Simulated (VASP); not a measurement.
# Na (P6_3/mmc) in VASP: further runs

Runs on Na. Level: PBEsol. Tasks: single point.

All numbers are computed with VASP 6.6.1; they aren't measurements. Logs are shortened: lines on timing, memory, paths and dates and some standing lists are left out, and cuts for length are marked.

### Step 1. The cell of the first run

Symmetry: P6_3/mmc, No. 194, hexagonal system. Conventional cell: a = 3.715 Å, b = 3.715 Å, c = 6.078 Å, α = 90.00°, β = 90.00°, γ = 120.00°. Within 4.9 Å of Na (site symmetry -6m2) lie 12 Na at 3.72 Å.

### Step 2. Single point, PBEsol

File INCAR:

```
SYSTEM = Na
PREC     = Accurate       ! precision mode
ENCUT    = 520            ! plane-wave cutoff, eV
EDIFF    = 1E-6           ! SCF threshold, eV
ISMEAR   = -1             ! smearing method
SIGMA    = 0.08           ! smearing width, eV
LREAL    = .False.        ! projectors in reciprocal space
LASPH    = .True.         ! aspherical terms in the spheres
NELM     = 60             ! most SCF steps
ALGO     = Normal         ! electronic algorithm
ISIF     = 2              ! what is computed and relaxed
LWAVE    = .False.        ! write WAVECAR
LCHARG   = .False.        ! write CHGCAR
GGA      = PS             ! functional
NBANDS   = 14             ! bands
```

File KPOINTS:

```
regular mesh
0
Gamma
  12 12 6
  0 0 0
```

File POSCAR:

```
Na
1.0
    3.7154685883      0.0000000000      0.0000000000
   -1.8577342942      3.2176901845      0.0000000000
    0.0000000000      0.0000000000      6.0776033939
Na
2
Direct
    0.3333333333      0.6666666667      0.2500000000
    0.6666666667      0.3333333333      0.7500000000
```

Potentials or basis: VASP PAW PBE potentials, release 64 (Na_pv).

Run with:

```sh
cat potpaw_PBE.64/Na_pv/POTCAR > POTCAR
mpirun -np 1 vasp_std > vasp.out
```

OUTCAR:

```text
SYSTEM = Na
   PREC = Accurate
   ENCUT = 520
   EDIFF = 1E-6
   ISMEAR = -1
   LREAL = .False.
   LASPH = .True.
   NELM = 60
   ISIF = 2
   GGA = PS

 ion  position               nearest neighbor table
   1  0.333  0.667  0.250-
   2  0.667  0.333  0.750-

  LATTYP: Found a hexagonal cell.
 ALAT       =     3.7154685883
 C/A-ratio  =     1.6357569037

  Lattice vectors:

 A1 = (   3.7154685883,   0.0000000000,   0.0000000000)
 A2 = (  -1.8577342942,   3.2176901845,   0.0000000000)
 A3 = (   0.0000000000,   0.0000000000,   6.0776033939)

Analysis of symmetry for initial positions (statically):
=====================================================================
 Subroutine PRICEL returns:
 Original cell was already a primitive cell.

 Routine SETGRP: Setting up the symmetry group for a
 hexagonal supercell.

 Subroutine GETGRP returns: Found 24 space group operations
 (whereof 12 operations were pure point group operations)
 out of a pool of 24 trial point group operations.

The static configuration has the point symmetry D_3d.
 The point group associated with its full space group is D_6h.

Analysis of symmetry for dynamics (positions and initial velocities):
=====================================================================
 Subroutine PRICEL returns:
 Original cell was already a primitive cell.

 Routine SETGRP: Setting up the symmetry group for a
 hexagonal supercell.

 Subroutine GETGRP returns: Found 24 space group operations
 (whereof 12 operations were pure point group operations)
 out of a pool of 24 trial point group operations.

The dynamic configuration has the point symmetry D_3d.
 The point group associated with its full space group is D_6h.

 Subroutine INISYM returns: Found 24 space group operations
 (whereof 12 operations are pure point group operations),
 and found     1 'primitive' translations

----------------------------------------------------------------------------------------

                                     Primitive cell

  volume of cell :      72.6591

  direct lattice vectors                    reciprocal lattice vectors
     3.715468588  0.000000000  0.000000000     0.269145056  0.155390970  0.000000000
    -1.857734294  3.217690184  0.000000000     0.000000000  0.310781941  0.000000000
     0.000000000  0.000000000  6.077603394     0.000000000  0.000000000  0.164538542

  length of vectors
     3.715468588  3.715468588  6.077603394     0.310781941  0.310781941  0.164538542

  position of ions in fractional coordinates (direct lattice)
     0.333333333  0.666666667  0.250000000
     0.666666667  0.333333333  0.750000000

  ion indices of the primitive-cell ions
   primitive index   ion index
                 1           1
                 2           2

----------------------------------------------------------------------------------------

 KPOINTS: regular mesh

Automatic generation of k-mesh.
 Grid dimensions read from file:
 generate k-points for:   12   12    6

 Generating k-lattice:

  Cartesian coordinates                     Fractional coordinates (reciprocal lattice)
     0.022428755  0.012949248  0.000000000     0.083333333 -0.000000000  0.000000000
     0.000000000  0.025898495  0.000000000     0.000000000  0.083333333  0.000000000
     0.000000000  0.000000000  0.027423090     0.000000000  0.000000000  0.166666667

  Length of vectors
     0.025898495  0.025898495  0.027423090

  Shift w.r.t. Gamma in fractional coordinates (k-lattice)
     0.000000000  0.000000000  0.000000000

 Subroutine IBZKPT returns following result:
 ===========================================

 Found     76 irreducible k-points:

 Following reciprocal coordinates:
            Coordinates               Weight
  0.000000  0.000000  0.000000      1.000000
  0.083333  0.000000  0.000000      6.000000
  0.166667  0.000000  0.000000      6.000000
  0.250000  0.000000  0.000000      6.000000
  0.333333  0.000000  0.000000      6.000000
  0.416667  0.000000  0.000000      6.000000
[... 16 lines left out ...]
  0.250000  0.000000  0.166667     12.000000
  0.333333  0.000000  0.166667     12.000000
 [... further k-points ...]
   k-points           NKPTS =     76   k-points in BZ     NKDIM =     76   number of bands    NBANDS=     14
   number of dos      NEDOS =    301   number of ions     NIONS =      2
   total plane-waves  NPLWV =  37632
   dimension x,y,z NGX =    28 NGY =   28 NGZ =   48
   dimension x,y,z NGXF=    56 NGYF=   56 NGZF=   96
   ions per type =               2
   NGX,Y,Z   is equivalent  to a cutoff of  12.53, 12.53, 13.13 a.u.
   NGXF,Y,Z  is equivalent  to a cutoff of  25.06, 25.06, 26.26 a.u.
 SYSTEM =  Na
   PREC   = accura    normal or accurate (medium, high low for compatibility)
   ISTART =      0    job   : 0-new  1-cont  2-samecut
   ICHARG =      2    charge: 1-file 2-atom 10-const
   ISPIN  =      1    spin polarized calculation?
   LNONCOLLINEAR =      F non collinear calculations
   LSORBIT =      F    spin-orbit coupling
   LASPH  =      T    aspherical Exc in radial PAW
   ENCUT  =  520.0 eV  38.22 Ry    6.18 a.u.   6.91  6.91 11.30*2*pi/ulx,y,z
   NELM   =     60;   NELMIN=  2; NELMDL= -5     # of ELM steps
   EDIFF  = 0.1E-05   stopping-criterion for ELM
   LREAL  =      F    real-space projection
   EDIFFG = 0.1E-04   stopping-criterion for IOM
   NSW    =      0    number of steps for IOM
   IBRION =     -1    ionic relax: 0-MD 1-quasi-New 2-CG
   NFREE  =      0    steps in history (QN), initial steepest desc. (CG)
   ISIF   =      2    stress and relaxation
   ISYM   =      2    0-nonsym 1-usesym 2-fastsym
   POTIM  = 0.5000    time-step for ionic-motion
   TEBEG  =    0.0;   TEEND  =   0.0 temperature during run
   PSTRESS=    0.0 pullay stress
   NELECT =      14.0000    total number of electrons
   NUPDOWN=      -1.0000    fix difference up-down
   EMIN   =  10.00;   EMAX   =-10.00  energy-range for DOS
   EFERMI =   0.00;   METHOD = LEGACY
   ISMEAR =    -1;   SIGMA  =   0.08  broadening in eV -4-tet -1-fermi 0-gaus
   EFERMI_NEDOS =   21; number of points for ismear=-14 and -15
   IALGO  =     38    algorithm
   IMIX   =      4    mixing-type and parameters
     AMIX     =   0.40;   BMIX     =  1.00
     AMIX_MAG =   1.60;   BMIX_MAG =  1.00
  volume/ion in A,a.u.               =      36.33       245.16
  Fermi-wavevector in a.u.,A,eV,Ry     =   0.945556  1.786843 12.164656  0.894077
  Thomas-Fermi vector in A             =   2.073469
   LORBIT       =      0    0 simple, 1 ext, 2 COOP (PROOUT), +10 PAW based schemes
   GGA     = PS    functional components
   LHFCALC =     F    Hartree Fock is set to
   AEXX    =    0.0000 exact exchange contribution
   IVDW    =     0    specifies the selected vdW correction
   LEPSILON=     F    determine dielectric tensor
   LRPA    =     F    only Hartree local field effects (RPA)
 non-spin polarized calculation
  energy-cutoff  :      520.00
  volume of cell :       72.66
 maximum number of plane-waves:      1972
 NGX is ok and might be reduce to    28
   NGX = 13   NGY = 13   NGZ = 23

 number of electron      13.9999991 magnetization

 Free energy of the ion-electron system (eV)
  ---------------------------------------------------
  ext. energy  EPLUGINS =         0.00000000
  ---------------------------------------------------
  free energy    TOTEN  =        -2.81147531 eV

  energy without entropy =       -2.79246253  energy(sigma->0) =       -2.80196892

 E-fermi :   0.3264     XC(G=0):  -6.5543

 val. band max:        0.3235321604   @ k =   0.3333   0.1667   0.3333
 cond. band min:       0.4655398343   @ k =   0.3333   0.0000   0.3333
 fundamental gap:      0.1420076739
 Fermi energy:         0.3263514723

 k-point     1 :       0.0000    0.0000    0.0000
  band No.  band energies     occupation
      1     -24.4400      2.00000
      2     -24.4076      2.00000
      3     -24.4076      2.00000
      4     -24.4024      2.00000
      5     -24.4024      2.00000
      6     -24.4020      2.00000
      7      -2.9589      2.00000
      8       0.9018      0.00150
      9       1.3415      0.00001
     10      10.4678      0.00000
     11      10.4678      0.00000
     12      10.8623      0.00000
     13      10.8623      0.00000
     14      10.9496      0.00000

 k-point     2 :       0.0833    0.0000    0.0000
  band No.  band energies     occupation
      1     -24.4392      2.00000
      2     -24.4095      2.00000
      3     -24.4082      2.00000
      4     -24.4043      2.00000
      5     -24.4027      2.00000
      6     -24.4023      2.00000
      7      -2.8545      2.00000
      8       0.9941      0.00047
      9       1.4429      0.00000
     10       8.7818      0.00000
     11       9.7217      0.00000
     12      10.1535      0.00000
     13      11.7148      0.00000
     14      11.7407      0.00000

 k-point     3 :       0.1667    0.0000    0.0000
  band No.  band energies     occupation
      1     -24.4367      2.00000
      2     -24.4148      2.00000
      3     -24.4099      2.00000
      4     -24.4097      2.00000
      5     -24.4036      2.00000
      6     -24.4033      2.00000
      7      -2.5426      2.00000
      8       1.2715      0.00001
      9       1.7422      0.00000
     10       6.8841      0.00000
     11       8.9667      0.00000
     12       9.1433      0.00000
     13      10.2926      0.00000
     14      11.3715      0.00000

 k-point     4 :       0.2500    0.0000    0.0000
  band No.  band energies     occupation
      1     -24.4331      2.00000
      2     -24.4221      2.00000
      3     -24.4170      2.00000
      4     -24.4121      2.00000
      5     -24.4049      2.00000
      6     -24.4049      2.00000
      7      -2.0272      2.00000
      8       1.7350      0.00000
      9       2.2189      0.00000
     10       5.1380      0.00000
     11       8.1389      0.00000
     12       8.3742      0.00000
     13       8.5066      0.00000
     14      10.2427      0.00000

 k-point     5 :       0.3333    0.0000    0.0000
  band No.  band energies     occupation
      1     -24.4295      2.00000
      2     -24.4289      2.00000
      3     -24.4241      2.00000
      4     -24.4142      2.00000
      5     -24.4072      2.00000
      6     -24.4063      2.00000
      7      -1.3144      2.00000
      8       2.3861      0.00000
      9       2.7070      0.00000
     10       3.7242      0.00000
     11       6.8996      0.00000
[... 276 lines left out ...]
 k-point    22 :       0.1667    0.0000    0.1667
  band No.  band energies     occupation
      1     -24.4348      2.00000
      2     -24.4142      2.00000
      3     -24.4112      2.00000
      4     -24.4094      2.00000
      5     -24.4043      2.00000
      6     -24.4040      2.00000
      7      -2.4266      2.00000
      8       0.2776      1.29535
      9       2.9290      0.00000
     10       6.9844      0.00000
     11       8.9446      0.00000
     12       9.0617      0.00000
     13       9.7530      0.00000
     14      10.8162      0.00000

 k-point    23 :       0.2500    0.0000    0.1667
  band No.  band energies     occupation
      1     -24.4325      2.00000
      2     -24.4208      2.00000
      3     -24.4182      2.00000
      4     -24.4116      2.00000
      5     -24.4057      2.00000
      6     -24.4054      2.00000
      7      -1.9123      2.00000
      8       0.7631      0.00848
      9       3.3656      0.00000
     10       5.2593      0.00000
     11       7.4725      0.00000
     12       8.4696      0.00000
     13       8.8543      0.00000
     14      10.6595      0.00000

 k-point    24 :       0.3333    0.0000    0.1667
  band No.  band energies     occupation
      1     -24.4327      2.00000
      2     -24.4263      2.00000
      3     -24.4232      2.00000
      4     -24.4137      2.00000
      5     -24.4075      2.00000
      6     -24.4068      2.00000
      7      -1.2011      2.00000
      8       1.4279      0.00000
      9       3.3849      0.00000
     10       4.2978      0.00000
     11       5.9838      0.00000
     12       7.9348      0.00000
     13       8.0459      0.00000
     14       9.6703      0.00000

 [... further k-points ...]
[... 5 lines left out ...]
  --------------------------------------------------------------------------------------
  -------------------------------------------------------------------------------------
  Total        0.0148920      0.0148920      0.0168187     -0.0000000      0.0000000      0.0000000
  in kB        0.3283770      0.3283770      0.3708615     -0.0000000      0.0000000      0.0000000
  external PRESSURE =       0.3425385 kB  Pullay stress =       0.0000000 kB

 VOLUME and BASIS-vectors are now :
 -----------------------------------------------------------------------------
  energy-cutoff  :      520.00
  volume of cell :       72.66
      direct lattice vectors                 reciprocal lattice vectors
     3.715468588  0.000000000  0.000000000     0.269145056  0.155390970  0.000000000
    -1.857734294  3.217690184  0.000000000     0.000000000  0.310781941  0.000000000
     0.000000000  0.000000000  6.077603394     0.000000000  0.000000000  0.164538542

 POSITION                                       TOTAL-FORCE (eV/Angst)
 -----------------------------------------------------------------------------------
     -0.00000      2.14513      1.51940         0.000000      0.000000     -0.000000
      1.85773      1.07256      4.55820        -0.000000     -0.000000      0.000000
 -----------------------------------------------------------------------------------
    total drift:                               -0.000000      0.000000      0.000000

  FREE ENERGIE OF THE ION-ELECTRON SYSTEM (eV)
  ---------------------------------------------------
  free  energy   TOTEN  =        -2.8114753141 eV

  energy  without entropy=       -2.7924625330  energy(sigma->0) =       -2.80196892
```

Run time: 30 s. Hardware: 1 thread of Intel Xeon Platinum 8259CL at 2.50GHz (Skylake/Cascade Lake), shared host; peak memory 0.2 GiB.

Results:

```yaml
Free_energy: -2.8115 eV
Pressure: 0.0 GPa
Band_gap_on_the_k_mesh: zero (band 7 reaches 2.46 eV, above the bottom of band 8 at -1.92 eV)
```

Levels at points of the mesh, in eV from the Fermi level:
```
           k point  band 5  band 6  band 7  band 8  band 9  band 10
(0.00, 0.00, 0.00)  -24.73  -24.73   -3.29    0.58    1.02    10.14
(0.50, 0.00, 0.00)  -24.74  -24.73    0.27    0.41    3.91     3.95
(0.00, 0.00, 0.50)  -24.73  -24.73   -2.24   -2.24    5.61     5.61
(0.50, 0.00, 0.50)  -24.74  -24.74    1.10    1.10    1.61     1.61
```

Caveat: the PAW data sets were made with another functional, which shifts forces and pressure a little.

### Step 3. Single point, PBEsol, collinear spin, zero start

File INCAR:

```
PREC = Accurate ; ENCUT = 520
EDIFF = 1E-6 ; ISMEAR = -1
SIGMA = 0.08 ; LREAL = False
LASPH = True ; NELM = 150
ALGO = Normal ; ISIF = 2
LWAVE = False ; LCHARG = False
ISPIN = 2 ; MAGMOM = 0 0
LORBIT = 11 ; GGA = PS
NBANDS = 18
```

File KPOINTS:

```
Automatic mesh
0
Gamma
  18 18 9
```

POSCAR is that of step 2.

Potentials or basis: VASP PAW PBE potentials, release 64 (Na_pv).

Run with:

```sh
cat potpaw_PBE.64/Na_pv/POTCAR > POTCAR
mpirun -np 1 vasp_std > vasp.out
```

Run time: 3 min. Hardware: 1 thread of Intel Xeon Platinum 8259CL at 2.50GHz (Skylake/Cascade Lake), shared host; peak memory 0.42 GiB.

The run converged. Its results:

| Quantity | Value |
| --- | --- |
| Free energy | -2.8099 eV |
| Pressure | 0.0 GPa |
| Band gap on the k mesh | zero (filled and empty bands overlap) |
| Net moment | 0.00 μB per cell |
| Valence electrons inside the program's atomic spheres | Na 6.07 |

Levels at points of the mesh, in eV from the Fermi level:
Spin up:
```
           k point  band 5  band 6  band 7  band 8  band 9  band 10
(0.00, 0.00, 0.00)  -24.78  -24.78   -3.33    0.53    0.97    10.09
(0.50, 0.00, 0.00)  -24.79  -24.78    0.23    0.36    3.86     3.90
```
Spin down:
```tsv
k point	band 3	band 4	band 5	band 6	band 7	band 8	band 9	band 10	band 11	band 12
(0.00, 0.00, 0.00)	-24.78	-24.78	-24.78	-24.78	-3.33	0.53	0.97	10.09	10.09	10.49
(0.50, 0.00, 0.00)	-24.80	-24.79	-24.79	-24.78	0.23	0.36	3.86	3.90	4.41	4.64
```

Caveat: the PAW data sets were made with another functional, which shifts forces and pressure a little.
